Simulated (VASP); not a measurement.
A run of VASP 6.6.1 is set up as follows.

The input INCAR:

```
SYSTEM = WC
PREC     = Accurate       ! precision mode
ENCUT    = 520            ! plane-wave cutoff, eV
EDIFF    = 1E-7           ! SCF threshold, eV
ISMEAR   = -1             ! smearing method
SIGMA    = 0.15           ! smearing width, eV
LREAL    = Auto         
LASPH    = .TRUE.         ! aspherical terms in the spheres
NELM     = 100            ! most SCF steps
ALGO     = Normal         ! electronic algorithm
ISIF     = 2              ! what is computed and relaxed
LWAVE    = .FALSE.        ! write WAVECAR
LCHARG   = .TRUE.         ! write CHGCAR
GGA      = PE             ! functional
LELF     = .TRUE.         ! ELF
LVHAR    = .TRUE.       
NBANDS   = 86             ! bands
```

KPOINTS

```
Automatic mesh
0
G
  2 2 1
  0 0 0
```

File POSCAR:

```
WC
1.0
    5.7920000000      0.0000000000      0.0000000000
   -2.8960000000      5.0160190000      0.0000000000
    0.0000000000      0.0000000000     16.2583500000
W C
8 8
Direct
    0.0000000000      0.0000000000      0.0615068565
    0.0538613833     -0.0055023715      0.2384436305
   -0.0000009470      0.4999981061      0.0615068565
    0.0570241441      0.4842485644      0.2423677679
    0.5000000000      0.0000000000      0.0615068565
    0.5198937373     -0.0549639066      0.2377978085
    0.4999990530      0.4999981061      0.0615068565
    0.5559546887      0.5012740183      0.2364938632
    0.3258707117      0.1798836886      0.1365083173
    0.3871554084      0.1473080545      0.3041575560
    0.3046472499      0.6719671516      0.1431695098
    0.4144414047      0.6579919255      0.3174307356
    0.8604848939      0.1784283512      0.1434647427
    0.8843224478      0.1523120227      0.3185317083
    0.8520674666      0.6864208449      0.1396205642
    0.8703459148      0.6108230451      0.3081555016
```

Potentials or basis: VASP PAW PBE potentials, release 64 (W_sv, C).

Run with:

```sh
$ cat potpaw_PBE.64/W_sv/POTCAR potpaw_PBE.64/C/POTCAR > POTCAR
$ mpirun -np 1 vasp_std > vasp.out
```

Question: What does it give for the band gap on the k mesh?

Answer: Zero (bands 72 and 73 overlap by 0.52 eV).

Question: Predict the largest force.

Answer: 6.149 eV/Å.

Forces on the atoms (eV/Å):
```
W    0.011  0.398 -1.170
W   -1.789 -0.631  1.765
W   -0.035 -0.115 -0.058
W   -1.689 -1.760  1.276
W    0.347  0.252  0.408
W    0.771  5.790  1.920
W    0.138  0.828 -0.563
W    0.313 -2.943  1.540
C    1.293 -0.122  0.748
C    0.438  0.109 -0.567
C    2.809  0.572 -1.875
C   -0.900 -1.052 -1.282
C   -1.092 -1.054  0.146
C    0.652 -0.804 -2.448
C   -0.554 -0.962  0.112
C   -0.713  1.492  0.048
```

Caveat: the k points lie up to 0.63 Å⁻¹ apart, too coarse for converged energies and pressures of a metal; the atoms stand as in a frame of molecular dynamics; spin-orbit coupling is left out, which moves the levels of the heavy elements.
